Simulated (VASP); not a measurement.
Set up this calculation in VASP 6.6.1, as the native input.

```
Task                   : relaxation of cell and atoms
Functional             : PBEsol
Potentials or basis    : VASP PAW PBE potentials, release 64 (K_sv, Sr_sv, Cl)
Cutoff                 : 600 eV
k mesh                 : 4 × 4 × 4
Occupations            : fermi-dirac, width 0.03 eV
Spin                   : no spin polarisation
Dipole correction      : no
Further INCAR settings : ALGO = Normal; EDIFF = 1e-07; IBRION = 2; EDIFFG = -0.01; NSW = 100; ISIF = 3
```

The structure of KSrCl3 lies in POSCAR:

```
KSrCl3
1.0
    5.7522493800      0.0000000000      0.0000000000
    0.0000000000      5.7522493800      0.0000000000
    0.0000000000      0.0000000000      5.7522493800
K Sr Cl
1 1 3
Direct
    0.0000000000      0.0000000000      0.0000000000
    0.5000000000      0.5000000000      0.5000000000
    0.5000000000      0.5000000000      0.0000000000
    0.5000000000      0.0000000000      0.5000000000
    0.0000000000      0.5000000000      0.5000000000
```

These files were run (other wordings do the same):

INCAR

```
  ALGO = Normal
  EDIFF = 1E-7
  EDIFFG = -0.01
  ENCUT = 600
  GGA = PS
  IBRION = 2
  ISIF = 3
  ISMEAR = -1
  LASPH = True
  LCHARG = False
  LREAL = False
  LWAVE = False
  NELM = 80
  NSW = 100
  PREC = Accurate
  SIGMA = 0.03
```

KPOINTS

```
k-points
0
Gamma
  4 4 4
```

Potentials or basis: VASP PAW PBE potentials, release 64 (K_sv, Sr_sv, Cl).

Run with:

```bash
$ cat potpaw_PBE.64/K_sv/POTCAR potpaw_PBE.64/Sr_sv/POTCAR potpaw_PBE.64/Cl/POTCAR > POTCAR
$ mpirun -np 1 vasp_std > vasp.out
```

It gave:

The relaxed volume is 35.07 Å³/atom and the relaxed cell is a = 5.597 Å, b = 5.597 Å, c = 5.597 Å, α = 90.00°, β = 90.00°, γ = 90.00°. The space group after relaxing (to 0.05 Å) is Pm-3m (No. 221) and the energy gained by relaxing is 16.0 meV/atom. The ionic steps are 3. The pressure after relaxing is 0.0 GPa and the band gap on the k mesh is 4.45 eV, indirect (least direct gap 4.65 eV).

Caveat: the PAW data sets were made with another functional, which shifts forces and pressure a little.

Wall time 3 min on 1 thread of Intel(R) Xeon(R) Platinum 8259CL CPU @ 2.50GHz (Skylake/Cascade Lake), with other jobs on the host, peak memory 0.37 GiB.
